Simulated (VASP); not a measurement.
A run of VASP 6.6.1:

File INCAR:

```
  PREC = Accurate
  ENCUT = 520
  EDIFF = 1E-6
  ISMEAR = -1
  SIGMA = 0.05
  LREAL = False
  LASPH = True
  NELM = 60
  ALGO = Normal
  ISIF = 2
  LWAVE = False
  LCHARG = False
  GGA = PE
  NBANDS = 20
```

File KPOINTS:

```
regular mesh
0
Gamma
  13 13 13
```

File POSCAR:

```
MoS2
1.0
    1.6125180425      0.9309877259      6.2434257839
   -1.6125180425      0.9309877259      6.2434257839
    0.0000000000     -1.8619754517      6.2434257839
Mo S
1 2
Direct
    0.0000000000      0.0000000000      0.0000000000
    0.7484000000      0.7484000000      0.7484000000
    0.5849000000      0.5849000000      0.5849000000
```

Potentials or basis: VASP PAW PBE potentials, release 64 (Mo_sv, S).

Launch:

```sh
$ cat potpaw_PBE.64/Mo_sv/POTCAR potpaw_PBE.64/S/POTCAR > POTCAR
$ mpirun -np 1 vasp_std > vasp.out
```

Hardware: 1 thread of Intel Xeon 8259CL, on a shared host.

Question: Estimate the wall time of this run.

Answer: Wall time 11 min on 1 thread of Intel Xeon 8259CL, with other jobs on the host, peak memory 0.49 GiB. Counts: scf iterations 14, k points 231.
